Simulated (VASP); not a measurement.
# CaF2 (Fm-3m) in VASP: further runs

Runs on CaF2. Level: LDA. Tasks: relaxation of cell and atoms.

All numbers are computed with VASP 6.6.1; they aren't measurements. Logs are shortened: lines on timing, memory, paths and dates and some standing lists are left out, and cuts for length are marked.

### 1 The cell of the first run

Symmetry: Fm-3m, No. 225, cubic system. The conventional cell has a = 5.462 Å, b = 5.462 Å, c = 5.462 Å, α = 90.00°, β = 90.00°, γ = 90.00°. Within 3.1 Å of Ca (site symmetry m-3m) lie 8 F at 2.37 Å. Within 3.1 Å of F (site symmetry -43m) lie 4 Ca at 2.37 Å and 6 F at 2.73 Å.

### 2 Relaxation of cell and atoms, LDA

Contents of INCAR:

```
PREC = Accurate ; ENCUT = 600
EDIFF = 1E-6 ; ISMEAR = 0
SIGMA = 0.03 ; LREAL = F
LASPH = T ; NELM = 80
ALGO = Normal ; ISIF = 3
LWAVE = F ; LCHARG = F
IBRION = 2 ; NSW = 90
EDIFFG = -0.01 ; KPAR = 2
```

Contents of KPOINTS:

```
regular mesh
0
Gamma
  8 8 8
```

Contents of POSCAR:

```
CaF2
1.0
    0.0000000000      2.7310000000      2.7310000000
    2.7310000000      0.0000000000      2.7310000000
    2.7310000000      2.7310000000      0.0000000000
Ca F
1 2
Direct
    0.0000000000      0.0000000000      0.0000000000
    0.2500000000      0.2500000000      0.2500000000
    0.7500000000      0.7500000000      0.7500000000
```

Potentials or basis: VASP PAW LDA potentials, release 64 (Ca_sv, F).

Started as:

```
$ cat potpaw_LDA.64/Ca_sv/POTCAR potpaw_LDA.64/F/POTCAR > POTCAR
$ mpirun -np 2 vasp_std > vasp.out
```

OUTCAR:

```text
PREC = Accurate
   ENCUT = 600
   EDIFF = 1E-6
   ISMEAR = 0
   LREAL = F
   LASPH = T
   NELM = 80
   ISIF = 3
   IBRION = 2
   NSW = 90
   EDIFFG = -0.01

 ion  position               nearest neighbor table
   1  0.000  0.000  0.000-   3 2.37   3 2.37   3 2.37   2 2.37   3 2.37   2 2.37   2 2.37   2 2.37

   2  0.250  0.250  0.250-   1 2.37   1 2.37   1 2.37   1 2.37
   3  0.750  0.750  0.750-   1 2.37   1 2.37   1 2.37   1 2.37

  LATTYP: Found a face centered cubic cell.
 ALAT       =     5.4620000000

  Lattice vectors:

 A1 = (   0.0000000000,   2.7310000000,   2.7310000000)
 A2 = (   2.7310000000,   0.0000000000,   2.7310000000)
 A3 = (   2.7310000000,   2.7310000000,   0.0000000000)

Analysis of symmetry for initial positions (statically):
=====================================================================
 Subroutine PRICEL returns:
 Original cell was already a primitive cell.

 Routine SETGRP: Setting up the symmetry group for a
 face centered cubic supercell.

 Subroutine GETGRP returns: Found 48 space group operations
 (whereof 48 operations were pure point group operations)
 out of a pool of 48 trial point group operations.

The static configuration has the point symmetry O_h .

Analysis of symmetry for dynamics (positions and initial velocities):
=====================================================================
 Subroutine PRICEL returns:
 Original cell was already a primitive cell.

 Routine SETGRP: Setting up the symmetry group for a
 face centered cubic supercell.

 Subroutine GETGRP returns: Found 48 space group operations
 (whereof 48 operations were pure point group operations)
 out of a pool of 48 trial point group operations.

The dynamic configuration has the point symmetry O_h .

 Subroutine INISYM returns: Found 48 space group operations
 (whereof 48 operations are pure point group operations),
 and found     1 'primitive' translations

----------------------------------------------------------------------------------------

                                     Primitive cell

  volume of cell :      40.7376

  direct lattice vectors                    reciprocal lattice vectors
     0.000000000  2.731000000  2.731000000    -0.183083120  0.183083120  0.183083120
     2.731000000  0.000000000  2.731000000     0.183083120 -0.183083120  0.183083120
     2.731000000  2.731000000  0.000000000     0.183083120  0.183083120 -0.183083120

  length of vectors
     3.862217239  3.862217239  3.862217239     0.317109265  0.317109265  0.317109265

  position of ions in fractional coordinates (direct lattice)
     0.000000000  0.000000000  0.000000000
     0.250000000  0.250000000  0.250000000
     0.750000000  0.750000000  0.750000000

  ion indices of the primitive-cell ions
   primitive index   ion index
                 1           1
                 2           2
                 3           3

----------------------------------------------------------------------------------------

 KPOINTS: regular mesh

Automatic generation of k-mesh.
 Grid dimensions read from file:
 generate k-points for:    8    8    8

 Generating k-lattice:

  Cartesian coordinates                     Fractional coordinates (reciprocal lattice)
    -0.022885390  0.022885390  0.022885390     0.125000000  0.000000000  0.000000000
     0.022885390 -0.022885390  0.022885390     0.000000000  0.125000000  0.000000000
     0.022885390  0.022885390 -0.022885390     0.000000000  0.000000000  0.125000000

  Length of vectors
     0.039638658  0.039638658  0.039638658

  Shift w.r.t. Gamma in fractional coordinates (k-lattice)
     0.000000000  0.000000000  0.000000000

 Subroutine IBZKPT returns following result:
 ===========================================

 Found     29 irreducible k-points:

 Following reciprocal coordinates:
            Coordinates               Weight
  0.000000  0.000000  0.000000      1.000000
  0.125000  0.000000  0.000000      8.000000
  0.250000  0.000000  0.000000      8.000000
  0.375000  0.000000  0.000000      8.000000
  0.500000  0.000000  0.000000      4.000000
  0.125000  0.125000  0.000000      6.000000
[... 16 lines left out ...]
  0.500000  0.250000  0.125000     48.000000
 -0.375000  0.250000  0.125000     24.000000
 [... further k-points ...]
   k-points           NKPTS =     29   k-points in BZ     NKDIM =     29   number of bands    NBANDS=     16
   number of dos      NEDOS =    301   number of ions     NIONS =      3
   total plane-waves  NPLWV =  32768
   dimension x,y,z NGX =    32 NGY =   32 NGZ =   32
   dimension x,y,z NGXF=    64 NGYF=   64 NGZF=   64
   ions per type =               1   2
   NGX,Y,Z   is equivalent  to a cutoff of  13.77, 13.77, 13.77 a.u.
   NGXF,Y,Z  is equivalent  to a cutoff of  27.55, 27.55, 27.55 a.u.
 SYSTEM =  unknown system
   PREC   = accura    normal or accurate (medium, high low for compatibility)
   ISTART =      0    job   : 0-new  1-cont  2-samecut
   ICHARG =      2    charge: 1-file 2-atom 10-const
   ISPIN  =      1    spin polarized calculation?
   LNONCOLLINEAR =      F non collinear calculations
   LSORBIT =      F    spin-orbit coupling
   LASPH  =      T    aspherical Exc in radial PAW
   ENCUT  =  600.0 eV  44.10 Ry    6.64 a.u.   7.71  7.71  7.71*2*pi/ulx,y,z
   NELM   =     80;   NELMIN=  2; NELMDL= -5     # of ELM steps
   EDIFF  = 0.1E-05   stopping-criterion for ELM
   LREAL  =      F    real-space projection
   EDIFFG = -.1E-01   stopping-criterion for IOM
   NSW    =     90    number of steps for IOM
   IBRION =      2    ionic relax: 0-MD 1-quasi-New 2-CG
   NFREE  =      1    steps in history (QN), initial steepest desc. (CG)
   ISIF   =      3    stress and relaxation
   ISYM   =      2    0-nonsym 1-usesym 2-fastsym
   POTIM  = 0.5000    time-step for ionic-motion
   TEBEG  =    0.0;   TEEND  =   0.0 temperature during run
   PSTRESS=    0.0 pullay stress
   NELECT =      24.0000    total number of electrons
   NUPDOWN=      -1.0000    fix difference up-down
   EMIN   =  10.00;   EMAX   =-10.00  energy-range for DOS
   EFERMI =   0.00;   METHOD = LEGACY
   ISMEAR =     0;   SIGMA  =   0.03  broadening in eV -4-tet -1-fermi 0-gaus
   EFERMI_NEDOS =   21; number of points for ismear=-14 and -15
   IALGO  =     38    algorithm
   IMIX   =      4    mixing-type and parameters
     AMIX     =   0.40;   BMIX     =  1.00
     AMIX_MAG =   1.60;   BMIX_MAG =  1.00
  volume/ion in A,a.u.               =      13.58        91.64
  Fermi-wavevector in a.u.,A,eV,Ry     =   1.372398  2.593457 25.626266  1.883477
  Thomas-Fermi vector in A             =   2.498009
   LORBIT       =      0    0 simple, 1 ext, 2 COOP (PROOUT), +10 PAW based schemes
   GGA     = CA    functional components
   LHFCALC =     F    Hartree Fock is set to
   AEXX    =    0.0000 exact exchange contribution
   IVDW    =     0    specifies the selected vdW correction
   LEPSILON=     F    determine dielectric tensor
   LRPA    =     F    only Hartree local field effects (RPA)
 conjugate gradient relaxation of ions
 non-spin polarized calculation
 Gauss-broadening in eV      SIGMA  =   0.03
  energy-cutoff  :      600.00
  volume of cell :       40.74
 maximum number of plane-waves:      1380
   NGX = 15   NGY = 15   NGZ = 15

--------------------------------------- Ionic step        1  -------------------------------------------

 number of electron      23.9999989 magnetization

 Free energy of the ion-electron system (eV)
  ---------------------------------------------------
  ext. energy  EPLUGINS =         0.00000000
  ---------------------------------------------------
  free energy    TOTEN  =       -18.96198822 eV

  energy without entropy =      -18.96198822  energy(sigma->0) =      -18.96198822

------------------------ aborting loop because EDIFF is reached ----------------------------------------

  FORCE on cell =-STRESS in cart. coord.  units (eV):
  Direction    XX          YY          ZZ          XY          YZ          ZX
  --------------------------------------------------------------------------------------
  -------------------------------------------------------------------------------------
  Total       -1.5851662     -1.5851662     -1.5851662     -0.0000000     -0.0000000      0.0000000
  in kB      -62.3433731    -62.3433731    -62.3433731     -0.0000000     -0.0000000      0.0000000
  external PRESSURE =     -62.3433731 kB  Pullay stress =       0.0000000 kB
[... 59 lines left out ...]
  energy  without entropy=      -19.0200777731  energy(sigma->0) =      -19.02007777

--------------------------------------- Ionic step        3  -------------------------------------------

 number of electron      23.9999999 magnetization

 Free energy of the ion-electron system (eV)
  ---------------------------------------------------
  ext. energy  EPLUGINS =         0.00000000
  ---------------------------------------------------
  free energy    TOTEN  =       -19.02046032 eV

  energy without entropy =      -19.02046032  energy(sigma->0) =      -19.02046032

 E-fermi :  -0.7427     XC(G=0): -10.7355

 val. band max:       -0.9563036918   @ k =   0.5000   0.5000   0.0000
 cond. band min:       6.3783187898   @ k =   0.0000   0.0000   0.0000
 fundamental gap:      7.3346224816
 Fermi energy:        -0.7426740136

 k-point     1 :       0.0000    0.0000    0.0000
  band No.  band energies     occupation
      1     -36.0617      2.00000
      2     -20.6689      2.00000
      3     -19.7325      2.00000
      4     -17.2999      2.00000
      5     -17.2999      2.00000
      6     -17.2999      2.00000
[... 8 lines left out ...]
     15       8.3388      0.00000
     16      10.8142      0.00000
[... 420 lines left out ...]
  band No.  band energies     occupation
      1     -35.9971      2.00000
      2     -20.7794      2.00000
      3     -20.4903      2.00000
      4     -17.3999      2.00000
      5     -17.1034      2.00000
      6     -16.7802      2.00000
[... 8 lines left out ...]
     15       9.2652      0.00000
     16       9.7250      0.00000

 [... further k-points ...]

------------------------ aborting loop because EDIFF is reached ----------------------------------------

  FORCE on cell =-STRESS in cart. coord.  units (eV):
  Direction    XX          YY          ZZ          XY          YZ          ZX
  --------------------------------------------------------------------------------------
  -------------------------------------------------------------------------------------
  Total       -0.0035269     -0.0035269     -0.0035269      0.0000000     -0.0000000      0.0000000
  in kB       -0.1490278     -0.1490278     -0.1490278      0.0000000     -0.0000000      0.0000000
  external PRESSURE =      -0.1490278 kB  Pullay stress =       0.0000000 kB
[... 18 lines left out ...]
  FREE ENERGIE OF THE ION-ELECTRON SYSTEM (eV)
  ---------------------------------------------------
  free  energy   TOTEN  =       -19.0204603223 eV

  energy  without entropy=      -19.0204603223  energy(sigma->0) =      -19.02046032

 reached required accuracy - stopping structural energy minimisation
```

Wall time 20 s (2 MPI ranks of Intel Xeon Platinum 8259CL at 2.50GHz (Skylake/Cascade Lake), shared host); peak memory 0.17 GiB.

What came out:

```
Free energy                           : -19.0205 eV
Relaxed volume                        : 12.64 Å³/atom
Relaxed cell                          : a = 3.771 Å, b = 3.771 Å, c = 3.771 Å, α = 60.00°, β = 60.00°, γ = 60.00°
Space group after relaxing (to 0.1 Å) : Fm-3m (No. 225)
Energy gained by relaxing             : 19.5 meV/atom
Ionic steps                           : 3
Pressure after relaxing               : 0.0 GPa
Band gap on the k mesh                : 7.33 eV (least direct gap 7.61 eV)
```

Step by step:
```
step  energy change (eV)  largest force (eV/Å)  pressure (GPa)  volume (Å³)
   1              0.0000                0.0000           -6.23        40.74
   2             -0.0581                0.0000            0.60        37.70
   3             -0.0585                0.0000           -0.01        37.92
```

Final structure:
```cif
data_structure
_symmetry_space_group_name_H-M 'P 1'
_symmetry_Int_Tables_number 1
_cell_length_a 3.7710
_cell_length_b 3.7710
_cell_length_c 3.7710
_cell_angle_alpha 60.000
_cell_angle_beta 60.000
_cell_angle_gamma 60.000
_cell_volume 37.92
loop_
_atom_site_label
_atom_site_type_symbol
_atom_site_fract_x
_atom_site_fract_y
_atom_site_fract_z
_atom_site_occupancy
Ca1 Ca 0.00000 0.00000 0.00000 1
F1 F 0.25000 0.25000 0.25000 1
F2 F 0.75000 0.75000 0.75000 1
```

A k mesh can miss the band edges. Zero-point motion and thermal expansion aren't in these numbers.

### 3 Relaxation of cell and atoms, LDA

This run uses another cell than the first one, of 12.64 Å³/atom.

Contents of INCAR:

```
PREC = Accurate ; ENCUT = 600
EDIFF = 1E-7 ; ISMEAR = 0
SIGMA = 0.03 ; LREAL = F
LASPH = T ; NELM = 80
ALGO = Normal ; ISIF = 3
LWAVE = F ; LCHARG = F
IBRION = 2 ; NSW = 90
EDIFFG = -0.005 ; KPAR = 2
```

KPOINTS is that of step 2.

Contents of POSCAR:

```
CaF2                                    
1.0
    0.0000000000      2.6664665290      2.6664665290
    2.6664665290     -0.0000000000      2.6664665290
    2.6664665290      2.6664665290     -0.0000000000
  Ca              F             
     1     2
Direct
     0.0000000000000000    0.0000000000000000    0.0000000000000000
     0.2500000000000000    0.2500000000000000    0.2500000000000000
     0.7500000000000000    0.7500000000000000    0.7500000000000000
```

Potentials or basis: VASP PAW LDA potentials, release 64 (Ca_sv, F).

Started as:

```
$ cat potpaw_LDA.64/Ca_sv/POTCAR potpaw_LDA.64/F/POTCAR > POTCAR
$ mpirun -np 2 vasp_std > vasp.out
```

Wall time 15 s (2 MPI ranks of Intel Xeon Platinum 8259CL at 2.50GHz (Skylake/Cascade Lake), shared host); peak memory 0.16 GiB.

It converged, with:

```
Free energy                           : -19.0118 eV
Relaxed volume                        : 12.65 Å³/atom
Relaxed cell                          : a = 3.772 Å, b = 3.772 Å, c = 3.772 Å, α = 60.00°, β = 60.00°, γ = 60.00°
Space group after relaxing (to 0.1 Å) : Fm-3m (No. 225)
Energy gained by relaxing             : 0.0 meV/atom
Ionic steps                           : 2
Pressure after relaxing               : 0.0 GPa
Band gap on the k mesh                : 7.33 eV (least direct gap 7.60 eV)
```

Final structure:
```
Ca F
1.0
     0.00000    2.66734    2.66734
     2.66734    0.00000    2.66734
     2.66734    2.66734    0.00000
Ca F
1 2
Direct
  0.00000 0.00000 0.00000
  0.25000 0.25000 0.25000
  0.75000 0.75000 0.75000
```

Levels at points of the mesh, in eV from the valence-band top:
| k point | band 9 | band 10 | band 11 | band 12 | band 13 | band 14 | band 15 | band 16 |
| --- | --- | --- | --- | --- | --- | --- | --- | --- |
| (0.00, 0.00, 0.00) | -2.41 | -0.27 | -0.27 | -0.27 | 7.33 | 9.29 | 9.29 | 11.76 |
| (0.50, 0.00, 0.00) | -1.42 | -1.36 | -0.90 | -0.90 | 9.55 | 9.55 | 10.12 | 10.65 |
| (0.50, 0.50, 0.00) | -1.77 | -0.42 | -0.42 | 0.00 | 8.05 | 9.84 | 10.39 | 11.31 |
